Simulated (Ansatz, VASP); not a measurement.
# Two plane-wave programs on NaCl

```
Na Cl
1.0
     3.45955    0.00000    0.00000
     0.00000    3.45955    0.00000
     0.00000    0.00000    3.45955
Na Cl
1 1
Cartesian
  0.0000 0.0000 0.0000
  1.7298 1.7298 1.7298
```

Alike in both runs: task single point; functional r2SCAN; k mesh 6 × 6 × 6; occupations gaussian, width 0.2 eV; no spin polarisation.

|  | VASP | Ansatz |
| --- | --- | --- |
| version | VASP 6.6.1 | Ansatz 0.2.0 |
| potentials or method | VASP PAW PBE potentials, release 64 (Na_pv, Cl) | plane waves |
| plane-wave cutoff (eV) | 520 | 500 |
| valence electrons in the cell | 14 | 16 |

VASP gave:

| Property | Result |
| --- | --- |
| gap on the k mesh at the Fermi level (eV) | 4.95 |
| pressure (GPa) | -0.3 |

Q: Which values does Ansatz return?

A: gap on the k mesh at the Fermi level (eV): 4.92; pressure (GPa): 0.0.

VASP's potentials were made for PBE, not for r2SCAN. The functional is the same, so the differences come from potentials, cutoffs and numerics. VASP's potentials hold 14 valence electrons a cell and Ansatz's 16, so a difference there can come from the potentials and not from the codes.
